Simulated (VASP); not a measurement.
Input of a VASP 6.6.1 run:

INCAR

```
PREC     = Accurate       # precision mode
ENCUT    = 520            # plane-wave cutoff, eV
EDIFF    = 1E-6           # SCF threshold, eV
ISMEAR   = 0              # smearing method
SIGMA    = 0.05           # smearing width, eV
LREAL    = F              # projectors in reciprocal space
LASPH    = T              # aspherical terms in the spheres
NELM     = 80             # most SCF steps
ALGO     = Normal         # electronic algorithm
ISIF     = 2              # what is computed and relaxed
LWAVE    = F              # write WAVECAR
LCHARG   = T              # write CHGCAR
GGA      = PE             # functional
LELF     = T              # ELF
LVHAR    = T            
NBANDS   = 28             # bands
```

Contents of KPOINTS:

```
Automatic mesh
0
Gamma
  8 8 6
```

POSCAR

```
PbSe
1.0
    4.3862760888      0.0000000000      0.0000000000
   -2.1931380444      3.7986265209      0.0000000000
    0.0000000000      0.0000000000      7.7548042475
Pb Se
2 2
Direct
    0.3333333333      0.6666666667      0.2500000000
    0.6666666667      0.3333333333      0.7500000000
    0.0000000000      0.0000000000      0.0000000000
    0.0000000000      0.0000000000      0.5000000000
```

Potentials or basis: VASP PAW PBE potentials, release 64 (Pb_d, Se).

Launch:

```bash
$ cat potpaw_PBE.64/Pb_d/POTCAR potpaw_PBE.64/Se/POTCAR > POTCAR
$ mpirun -np 1 vasp_std > vasp.out
```

(1) Estimate the pressure.

(2) What does it give for the band gap on the k mesh?

Results:

(1) -2.6 GPa.

(2) 0.48 eV.

Caveat: spin-orbit coupling is left out, which moves the levels of the heavy elements.
